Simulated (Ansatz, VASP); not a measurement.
One calculation of NaF, two programs

The input INCAR:

```
ALGO     = Normal         # electronic algorithm
EDIFF    = 1E-6           # SCF threshold, eV
EDIFFG   = -0.002         # ionic threshold
ENCUT    = 520            # plane-wave cutoff, eV
IBRION   = 2              # ionic algorithm
ISIF     = 2              # what is computed and relaxed
ISMEAR   = 0              # smearing method
LASPH    = T              # aspherical terms in the spheres
LCHARG   = F              # write CHGCAR
LREAL    = F              # projectors in reciprocal space
LWAVE    = F              # write WAVECAR
NELM     = 60             # most SCF steps
NSW      = 50             # ionic steps
PREC     = Accurate       # precision mode
SIGMA    = 0.01           # smearing width, eV
```

The input KPOINTS:

```
k-points
0
Gamma
  10 10 10
```

POSCAR

```
NaF
1.0
   -0.0112589061      2.2461517672      2.2461517672
    2.2461517672     -0.0112589061      2.2461517672
    2.2461517672      2.2461517672     -0.0112589061
Na F
1 1
Direct
    0.0000000000      0.0000000000      0.0000000000
    0.5000000000      0.5000000000      0.5000000000
```

Input for Ansatz:

```yaml
crystal:
  lattice:
    - [-0.0112589061, 2.24615176721, 2.24615176721]
    - [2.24615176721, -0.0112589061, 2.24615176721]
    - [2.24615176721, 2.24615176721, -0.0112589061]
  atoms:
    - { symbol: Na, position: [0.0, 0.0, 0.0] }
    - { symbol: F, position: [0.5, 0.5, 0.5] }
kpoints:
  mp_grid: { grid: [10, 10, 10] }
scf:
  occupations: { method: fixed }
  convergence: { dr2_threshold: 1.0e-10 }
hamiltonian:
  xc: lda
  pseudopotentials: { kind: all_electron, lapw: { basis_error: 0.0005 } }
output:
  forces: true
  stress: true
  eigenstates:
    kpoints:
      - [0.0, 0.0, 0.0]
      - [-0.5, 0.0, -0.5]
      - [0.0, -0.5, -0.5]
      - [-0.5, -0.5, 0.0]
      - [-0.5, 0.0, 0.0]
      - [0.0, -0.5, 0.0]
      - [0.0, 0.0, -0.5]
      - [-0.5, -0.5, -0.5]
relax:
  f_tol: 0.002
  max_steps: 30
```

Change from the starting cell: equal xy, yz and zx engineering shears of -0.5 %.

Alike in both runs: task relaxation of the atoms; functional LDA; k mesh 10 × 10 × 10; no spin polarisation.

|  | VASP | Ansatz |
| --- | --- | --- |
| version | VASP 6.6.1 | Ansatz 0.2.0 |
| potentials or method | VASP PAW LDA potentials, release 64 (Na_pv, F), cutoff 520 eV | all-electron LAPW, scalar-relativistic |
| occupations | gaussian, width 0.01 eV | fixed |

```tsv
	VASP	Ansatz	Ansatz less VASP
gap on the k mesh at the Fermi level, each at its own relaxed structure (eV)	6.42	6.43	+0.010
```

LDA's correlation is that of Perdew and Zunger in VASP and of Perdew and Wang (1992) in Ansatz. Ansatz ran all-electron here, and VASP with PAW potentials.

Noted on VASP's run: the relaxation stopped at its first step, so nothing moved.
